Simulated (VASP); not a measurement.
Input of a VASP 6.6.1 run:

Contents of INCAR:

```
SYSTEM = H
PREC = Accurate
ENCUT = 520
EDIFF = 1E-7
ISMEAR = 0
SIGMA = 0.01
LREAL = .FALSE.
LASPH = .TRUE.
NELM = 60
ALGO = Normal
ISIF = 2
LWAVE = .FALSE.
LCHARG = .FALSE.
GGA = PE
IVDW = 12
IBRION = 2
NSW = 80
EDIFFG = -0.01
```

KPOINTS

```
regular mesh
0
G
  1 1 1
  0 0 0
```

File POSCAR:

```
H
1.0
    9.0000000000      0.0000000000      0.0000000000
    0.0000000000      9.7000000000      0.0000000000
    0.0000000000      0.0000000000      9.9000000000
H
2
Direct
    0.5000000000      0.5278849101      0.5263059601
    0.5000000000      0.4721150899      0.4736940399
```

Potentials or basis: VASP PAW PBE potentials, release 64 (H).

Command:

```sh
$ cat potpaw_PBE.64/H/POTCAR > POTCAR
$ mpirun -np 1 vasp_gam > vasp.out
```

Problem. Estimate the energy gained by relaxing.

Solution. 0.0 meV/atom.

Problem. Predict the gap between the frontier levels.

Solution. 10.13 eV.

Final structure:
```cif
data_structure
_symmetry_space_group_name_H-M 'P 1'
_symmetry_Int_Tables_number 1
_cell_length_a 9.0000
_cell_length_b 9.7000
_cell_length_c 9.9000
_cell_angle_alpha 90.000
_cell_angle_beta 90.000
_cell_angle_gamma 90.000
_cell_volume 864.27
loop_
_atom_site_label
_atom_site_type_symbol
_atom_site_fract_x
_atom_site_fract_y
_atom_site_fract_z
_atom_site_occupancy
H1 H 0.50000 0.52785 0.52627 1
H2 H 0.50000 0.47215 0.47373 1
```
